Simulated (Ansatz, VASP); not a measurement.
**One calculation of P, two programs**

```
P
1.0
     3.32694    0.00000    0.00000
     0.00000   35.31573    0.00000
     0.00000    0.00000    4.69304
P
4
Cartesian
  1.6635 34.2655 4.2606
  1.6635 1.0502 0.4325
  0.0000 1.0502 1.9141
  0.0000 34.2655 2.7790
```

Change from the starting cell: volume scaled by 1.04.

Alike in both runs: task single point; functional PBEsol; k mesh 8 × 1 × 6; occupations fermi-dirac, width 0.05 eV; no spin polarisation.

|  | VASP | Ansatz |
| --- | --- | --- |
| version | VASP 6.6.1 | Ansatz 0.2.0 |
| potentials or method | VASP PAW PBE potentials, release 64 (P), cutoff 520 eV | all-electron LAPW, scalar-relativistic |

|  | VASP | Ansatz | Ansatz less VASP |
| --- | --- | --- | --- |
| gap on the k mesh at the Fermi level (eV) | 0.92 | 0.91 | -0.011 |
| least direct gap on the mesh (eV) | 0.92 | 0.91 | -0.011 |
| rms of the force components (eV/Å) | 0.120 | 0.115 | -0.0053 |

VASP's potentials were made for PBE, not for PBEsol. Atom by atom the forces differ by 0.009 eV/Å (rms over components). Ansatz ran all-electron here, and VASP with PAW potentials.
